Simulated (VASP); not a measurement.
A run of VASP 6.6.1 is set up as follows.

File INCAR:

```
PREC     = Accurate       # precision mode
ENCUT    = 520            # plane-wave cutoff, eV
EDIFF    = 1E-6           # SCF threshold, eV
ISMEAR   = -1             # smearing method
SIGMA    = 0.06122561905347299 # smearing width, eV
LREAL    = F              # projectors in reciprocal space
LASPH    = T              # aspherical terms in the spheres
NELM     = 100            # most SCF steps
ALGO     = Normal         # electronic algorithm
ISIF     = 2              # what is computed and relaxed
LWAVE    = F              # write WAVECAR
LCHARG   = T              # write CHGCAR
GGA      = PE             # functional
LELF     = T              # ELF
LVHAR    = T            
NBANDS   = 12             # bands
```

KPOINTS

```
Automatic mesh
0
Gamma
  15 15 15
```

File POSCAR:

```
Au
1.0
    0.0000000000      2.0924381474      2.0924381474
    2.0924381474      0.0000000000      2.0924381474
    2.0924381474      2.0924381474      0.0000000000
Au
1
Direct
    0.0000000000      0.0000000000      0.0000000000
```

Potentials or basis: VASP PAW PBE potentials, release 64 (Au).

Run with:

```console
$ cat potpaw_PBE.64/Au/POTCAR > POTCAR
$ mpirun -np 1 vasp_std > vasp.out
```

(1) What does it give for the pressure?

Answers

(1) -2.9 GPa.
